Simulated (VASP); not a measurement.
# MgCd3O4 (P4/mmm) in VASP: a series of runs

Runs on MgCd3O4. Level: PBE. Tasks: single point.

Everything below comes from runs of VASP 6.6.1. Logs are shortened: lines on timing, memory, paths and dates and some standing lists are left out, and cuts for length are marked.

## (1) The cell of the first run

The structure is tetragonal, space group P4/mmm (No. 123). Conventional cell: a = 3.308 Å, b = 3.308 Å, c = 9.330 Å, α = 90.00°, β = 90.00°, γ = 90.00°. Mg (site symmetry 4/mmm) has 6 O at 2.17 to 2.34 Å within 2.9 Å. Within 3.0 Å of Cd (site symmetry 4mm) lie 6 O at 2.27 to 2.40 Å. Cd (site symmetry 4/mmm) has 6 O at 2.34 to 2.50 Å within 3.1 Å. O (site symmetry 4mm) has 1 Mg at 2.17 Å and 5 Cd at 2.34 to 2.50 Å within 2.9 Å. O (site symmetry 4/mmm) has 6 Cd at 2.34 to 2.40 Å within 3.1 Å. Within 3.0 Å of O (site symmetry 4/mmm) lie 2 Cd at 2.27 Å and 4 Mg at 2.34 Å.

## (2) Single point, PBE

Contents of INCAR:

```
SYSTEM = MgCd3O4
ALGO = Normal
EDIFF = 1E-7
ENCUT = 520
GGA = PE
ISIF = 2
ISMEAR = 0
LASPH = .TRUE.
LCHARG = .TRUE.
LELF = .TRUE.
LREAL = .FALSE.
LVHAR = .TRUE.
LWAVE = .FALSE.
NBANDS = 41
NELM = 80
PREC = Accurate
SIGMA = 0.2
```

Contents of KPOINTS:

```
k-points
0
G
  6 6 4
  0 0 0
```

Contents of POSCAR:

```
MgCd3O4
1.0
    3.3076838000      0.0000000000      0.0000000000
    0.0000000000      3.3076838000      0.0000000000
    0.0000000000      0.0000000000      9.3304794000
Mg Cd O
1 3 4
Direct
    0.0000000000      0.0000000000      0.0000000000
    0.5000000000      0.5000000000      0.2433000000
    0.0000000000      0.0000000000      0.5000000000
    0.5000000000      0.5000000000      0.7567000000
    0.0000000000      0.0000000000      0.2322470000
    0.5000000000      0.5000000000      0.5000000000
    0.0000000000      0.0000000000      0.7677530000
    0.5000000000      0.5000000000      0.0000000000
```

Potentials or basis: VASP PAW PBE potentials, release 64 (Mg, Cd, O).

Command:

```console
> cat potpaw_PBE.64/Mg/POTCAR potpaw_PBE.64/Cd/POTCAR potpaw_PBE.64/O/POTCAR > POTCAR
> mpirun -np 1 vasp_std > vasp.out
```

OUTCAR:

```text
SYSTEM = MgCd3O4
   EDIFF = 1E-7
   ENCUT = 520
   GGA = PE
   ISIF = 2
   ISMEAR = 0
   LASPH = .TRUE.
   LREAL = .FALSE.
   NELM = 80
   PREC = Accurate

 ion  position               nearest neighbor table
   1  0.000  0.000  0.000-   5 2.17   7 2.17   8 2.34   8 2.34   8 2.34   8 2.34   4 3.26   4 3.26
                             2 3.26   4 3.26   2 3.26   2 3.26   4 3.26   2 3.26
   2  0.500  0.500  0.243-   8 2.27   5 2.34   5 2.34   5 2.34   5 2.34   6 2.40   1 3.26   1 3.26
                             1 3.26   1 3.26   3 3.35   3 3.35   3 3.35   3 3.35
   3  0.000  0.000  0.500-   6 2.34   6 2.34   6 2.34   6 2.34   7 2.50   5 2.50   4 3.35   4 3.35
                             2 3.35   4 3.35   2 3.35   2 3.35   4 3.35   2 3.35
   4  0.500  0.500  0.757-   8 2.27   7 2.34   7 2.34   7 2.34   7 2.34   6 2.40   1 3.26   1 3.26
                             1 3.26   1 3.26   3 3.35   3 3.35   3 3.35   3 3.35
   5  0.000  0.000  0.232-   1 2.17   2 2.34   2 2.34   2 2.34   2 2.34   3 2.50
   6  0.500  0.500  0.500-   3 2.34   3 2.34   3 2.34   3 2.34   4 2.40   2 2.40
   7  0.000  0.000  0.768-   1 2.17   4 2.34   4 2.34   4 2.34   4 2.34   3 2.50
   8  0.500  0.500  0.000-   2 2.27   4 2.27   1 2.34   1 2.34   1 2.34   1 2.34

  LATTYP: Found a simple tetragonal cell.
 ALAT       =     3.3076838000
 C/A-ratio  =     2.8208498648

  Lattice vectors:

 A1 = (   3.3076838000,   0.0000000000,   0.0000000000)
 A2 = (   0.0000000000,   3.3076838000,   0.0000000000)
 A3 = (   0.0000000000,   0.0000000000,   9.3304794000)

Analysis of symmetry for initial positions (statically):
=====================================================================
 Subroutine PRICEL returns:
 Original cell was already a primitive cell.

 Routine SETGRP: Setting up the symmetry group for a
 simple tetragonal supercell.

 Subroutine GETGRP returns: Found 16 space group operations
 (whereof 16 operations were pure point group operations)
 out of a pool of 16 trial point group operations.

The static configuration has the point symmetry D_4h.

Analysis of symmetry for dynamics (positions and initial velocities):
=====================================================================
 Subroutine PRICEL returns:
 Original cell was already a primitive cell.

 Routine SETGRP: Setting up the symmetry group for a
 simple tetragonal supercell.

 Subroutine GETGRP returns: Found 16 space group operations
 (whereof 16 operations were pure point group operations)
 out of a pool of 16 trial point group operations.

The dynamic configuration has the point symmetry D_4h.

 Subroutine INISYM returns: Found 16 space group operations
 (whereof 16 operations are pure point group operations),
 and found     1 'primitive' translations

[... 113 lines left out ...]
   ISYM   =      2    0-nonsym 1-usesym 2-fastsym
   POTIM  = 0.5000    time-step for ionic-motion
   TEBEG  =    0.0;   TEEND  =   0.0 temperature during run
   PSTRESS=    0.0 pullay stress
   NELECT =      62.0000    total number of electrons
   NUPDOWN=      -1.0000    fix difference up-down
   EMIN   =  10.00;   EMAX   =-10.00  energy-range for DOS
   EFERMI =   0.00;   METHOD = LEGACY
   ISMEAR =     0;   SIGMA  =   0.20  broadening in eV -4-tet -1-fermi 0-gaus
   EFERMI_NEDOS =   21; number of points for ismear=-14 and -15
   IALGO  =     38    algorithm
   IMIX   =      4    mixing-type and parameters
     AMIX     =   0.40;   BMIX     =  1.00
     AMIX_MAG =   1.60;   BMIX_MAG =  1.00
  volume/ion in A,a.u.               =      12.76        86.11
  Fermi-wavevector in a.u.,A,eV,Ry     =   1.386399  2.619913 26.151770  1.922101
  Thomas-Fermi vector in A             =   2.510718
   LORBIT       =      0    0 simple, 1 ext, 2 COOP (PROOUT), +10 PAW based schemes
   GGA     = PE    functional components
   LHFCALC =     F    Hartree Fock is set to
   AEXX    =    0.0000 exact exchange contribution
   IVDW    =     0    specifies the selected vdW correction
   LEPSILON=     F    determine dielectric tensor
   LRPA    =     F    only Hartree local field effects (RPA)
 non-spin polarized calculation
 Gauss-broadening in eV      SIGMA  =   0.20
  energy-cutoff  :      520.00
  volume of cell :      102.08
 maximum number of plane-waves:      2784
 NGX is ok and might be reduce to    28
   NGX = 13   NGY = 13   NGZ = 35

 number of electron      62.0000036 magnetization

 Free energy of the ion-electron system (eV)
  ---------------------------------------------------
  ext. energy  EPLUGINS =         0.00000000
  ---------------------------------------------------
  free energy    TOTEN  =       -34.50948304 eV

  energy without entropy =      -34.50423678  energy(sigma->0) =      -34.50685991

 E-fermi :   2.4359     XC(G=0): -11.2696

 val. band max:        2.2947511438   @ k =   0.5000   0.0000   0.0000
 cond. band min:       2.6355697998   @ k =   0.0000   0.0000   0.2500
 fundamental gap:      0.3408186560
 Fermi energy:         2.4358858051

 k-point     1 :       0.0000    0.0000    0.0000
  band No.  band energies     occupation
      1     -15.3058      2.00000
      2     -14.8655      2.00000
      3     -14.7633      2.00000
      4     -14.1633      2.00000
      5      -5.2669      2.00000
      6      -4.9030      2.00000
[... 1045 lines left out ...]
     40      12.6063      0.00000
     41      12.7827      0.00000

 [... further k-points ...]
[... 5 lines left out ...]
  --------------------------------------------------------------------------------------
  -------------------------------------------------------------------------------------
  Total        0.6630830      0.6630830      0.5984066      0.0000000      0.0000000      0.0000000
  in kB       10.4070245     10.4070245      9.3919344      0.0000000      0.0000000      0.0000000
  external PRESSURE =      10.0686611 kB  Pullay stress =       0.0000000 kB

 VOLUME and BASIS-vectors are now :
 -----------------------------------------------------------------------------
  energy-cutoff  :      520.00
  volume of cell :      102.08
      direct lattice vectors                 reciprocal lattice vectors
     3.307683800  0.000000000  0.000000000     0.302326359  0.000000000  0.000000000
     0.000000000  3.307683800  0.000000000     0.000000000  0.302326359  0.000000000
     0.000000000  0.000000000  9.330479400     0.000000000  0.000000000  0.107175629

 POSITION                                       TOTAL-FORCE (eV/Angst)
 -----------------------------------------------------------------------------------
      0.00000      0.00000      0.00000        -0.000000      0.000000      0.000000
      1.65384      1.65384      2.27011        -0.000000     -0.000000      0.034009
      0.00000      0.00000      4.66524        -0.000000      0.000000      0.000000
      1.65384      1.65384      7.06037        -0.000000      0.000000     -0.034009
      0.00000      0.00000      2.16698         0.000000      0.000000     -0.045746
      1.65384      1.65384      4.66524        -0.000000      0.000000      0.000000
      0.00000      0.00000      7.16350        -0.000000     -0.000000      0.045746
      1.65384      1.65384      0.00000        -0.000000      0.000000      0.000000
 -----------------------------------------------------------------------------------
    total drift:                                0.000000      0.000000     -0.000000

  FREE ENERGIE OF THE ION-ELECTRON SYSTEM (eV)
  ---------------------------------------------------
  free  energy   TOTEN  =       -34.5094830375 eV

  energy  without entropy=      -34.5042367819  energy(sigma->0) =      -34.50685991
```

OSZICAR:

```text
N       E                     dE             d eps       ncg     rms          rms(c)
DAV:   1     0.529580447510E+03    0.52958E+03   -0.33343E+04  2524   0.152E+03
DAV:   2    -0.512288227542E+01   -0.53470E+03   -0.50635E+03  2705   0.403E+02
DAV:   3    -0.415545573554E+02   -0.36432E+02   -0.36046E+02  2906   0.111E+02
DAV:   4    -0.419196571793E+02   -0.36510E+00   -0.36481E+00  2617   0.118E+01
DAV:   5    -0.419215455350E+02   -0.18884E-02   -0.18880E-02  2872   0.770E-01    0.196E+01
DAV:   6    -0.344677016834E+02    0.74538E+01   -0.24885E+01  3648   0.585E+01    0.161E+01
DAV:   7    -0.346427772202E+02   -0.17508E+00   -0.47124E+00  2607   0.139E+01    0.926E+00
DAV:   8    -0.345778557642E+02    0.64921E-01   -0.97986E-01  2774   0.599E+00    0.278E+00
DAV:   9    -0.345112596629E+02    0.66596E-01   -0.15744E-01  3189   0.318E+00    0.681E-01
DAV:  10    -0.345098679375E+02    0.13917E-02   -0.32762E-02  2513   0.992E-01    0.300E-01
DAV:  11    -0.345095538603E+02    0.31408E-03   -0.22497E-03  2854   0.308E-01    0.153E-01
DAV:  12    -0.345094498139E+02    0.10405E-03   -0.67464E-04  2863   0.147E-01    0.487E-02
DAV:  13    -0.345094833827E+02   -0.33569E-04   -0.12622E-04  2678   0.598E-02    0.202E-02
DAV:  14    -0.345094837850E+02   -0.40232E-06   -0.21331E-05  2777   0.286E-02    0.106E-02
DAV:  15    -0.345094830278E+02    0.75725E-06   -0.29840E-06  2967   0.129E-02    0.391E-03
DAV:  16    -0.345094830375E+02   -0.97762E-08   -0.60680E-07  2421   0.456E-03
   1 F= -.34509483E+02 E0= -.34506860E+02  d E =-.524626E-02
```

stdout:

```text
POSCAR found type information on POSCAR MgCdO
 POSCAR found :  3 types and       8 ions
 scaLAPACK will be used
 LDA part: xc-table for (Slater+PW92), standard interpolation
 POSCAR, INCAR and KPOINTS ok, starting setup
 FFT: planning ... GRIDC
 FFT: planning ... GRID_SOFT
 FFT: planning ... GRID
 WAVECAR not read
 entering main loop
```

Wall time 3 min (1 thread of Intel Xeon 6975P-C, shared host); peak memory 0.28 GiB.

What came out:

```
Free energy            : -34.5095 eV
Pressure               : 1.0 GPa
Largest force          : 0.046 eV/Å
Band gap on the k mesh : zero (band 31 reaches 2.29 eV, above the bottom of band 32 at 2.08 eV)
```

Forces on the atoms (eV/Å):
```
Mg   0.000  0.000  0.000
Cd   0.000  0.000  0.034
Cd   0.000  0.000  0.000
Cd   0.000  0.000 -0.034
O    0.000  0.000 -0.046
O    0.000  0.000  0.000
O    0.000  0.000  0.046
O    0.000  0.000  0.000
```

Levels at points of the mesh, in eV from the Fermi level:
| k point | band 27 | band 28 | band 29 | band 30 | band 31 | band 32 | band 33 | band 34 | band 35 | band 36 |
| --- | --- | --- | --- | --- | --- | --- | --- | --- | --- | --- |
| (0.00, 0.00, 0.00) | -2.01 | -2.01 | -1.58 | -1.22 | -1.22 | -0.35 | 2.85 | 3.43 | 5.17 | 8.17 |
| (0.50, 0.00, 0.00) | -1.18 | -0.67 | -0.31 | -0.28 | -0.14 | 3.92 | 4.24 | 4.90 | 5.69 | 6.90 |
| (0.50, 0.50, 0.00) | -2.52 | -2.42 | -2.24 | -2.24 | -1.99 | 3.60 | 3.73 | 5.90 | 7.85 | 7.96 |
| (0.00, 0.00, 0.50) | -2.21 | -1.88 | -1.88 | -1.21 | -1.21 | 0.91 | 1.62 | 3.78 | 5.40 | 7.88 |
| (0.50, 0.00, 0.50) | -1.35 | -0.91 | -0.68 | -0.31 | -0.29 | 4.04 | 4.63 | 4.67 | 5.69 | 6.86 |
| (0.50, 0.50, 0.50) | -2.55 | -2.32 | -2.26 | -2.26 | -2.05 | 3.74 | 4.64 | 4.65 | 7.31 | 7.92 |

## (3) Single point, PBE

Contents of INCAR:

```
ALGO     = Normal         # electronic algorithm
EDIFF    = 1E-6           # SCF threshold, eV
ENCUT    = 520            # plane-wave cutoff, eV
GGA      = PE             # functional
ISIF     = 2              # what is computed and relaxed
ISMEAR   = 0              # smearing method
LASPH    = T              # aspherical terms in the spheres
LCHARG   = F              # write CHGCAR
LREAL    = F              # projectors in reciprocal space
LWAVE    = F              # write WAVECAR
NBANDS   = 41             # bands
NELM     = 80             # most SCF steps
PREC     = Accurate       # precision mode
SIGMA    = 0.1            # smearing width, eV
```

Contents of KPOINTS:

```
k-points
0
Gamma
  6 6 2
```

POSCAR is that of step 2.

Potentials or basis: VASP PAW PBE potentials, release 64 (Mg, Cd, O).

Command:

```console
> cat potpaw_PBE.64/Mg/POTCAR potpaw_PBE.64/Cd/POTCAR potpaw_PBE.64/O/POTCAR > POTCAR
> mpirun -np 1 vasp_std > vasp.out
```

Run time: 2.2 min. Hardware: 1 thread of Intel Xeon 6975P-C, shared host; peak memory 0.26 GiB.

Results (log left out):

```
Free energy            : -34.5102 eV
Pressure               : 1.0 GPa
Largest force          : 0.057 eV/Å
Band gap on the k mesh : zero (band 31 reaches 2.29 eV, above the bottom of band 32 at 2.08 eV)
```

Forces on the atoms (eV/Å):
```
Mg   0.000  0.000  0.000
Cd   0.000  0.000  0.041
Cd   0.000  0.000  0.000
Cd   0.000  0.000 -0.041
O    0.000  0.000 -0.057
O    0.000  0.000  0.000
O    0.000  0.000  0.057
O    0.000  0.000  0.000
```

Stress tensor (GPa, compression positive):
```
1.09 0.00 0.00
0.00 1.09 0.00
0.00 0.00 0.89
```

Levels at points of the mesh, in eV from the Fermi level:
| k point | band 28 | band 29 | band 30 | band 31 | band 32 | band 33 | band 34 | band 35 |
| --- | --- | --- | --- | --- | --- | --- | --- | --- |
| (0.00, 0.00, 0.00) | -1.90 | -1.47 | -1.12 | -1.12 | -0.24 | 2.96 | 3.54 | 5.28 |
| (0.50, 0.00, 0.00) | -0.56 | -0.20 | -0.17 | -0.04 | 4.03 | 4.35 | 5.01 | 5.79 |
| (0.50, 0.50, 0.00) | -2.31 | -2.14 | -2.14 | -1.89 | 3.71 | 3.84 | 6.01 | 7.96 |
| (0.00, 0.00, 0.50) | -1.77 | -1.77 | -1.11 | -1.11 | 1.02 | 1.73 | 3.89 | 5.51 |
| (0.50, 0.00, 0.50) | -0.81 | -0.57 | -0.20 | -0.18 | 4.15 | 4.74 | 4.78 | 5.79 |
| (0.50, 0.50, 0.50) | -2.21 | -2.16 | -2.16 | -1.95 | 3.86 | 4.74 | 4.76 | 7.42 |

[end of part 1 of 2]
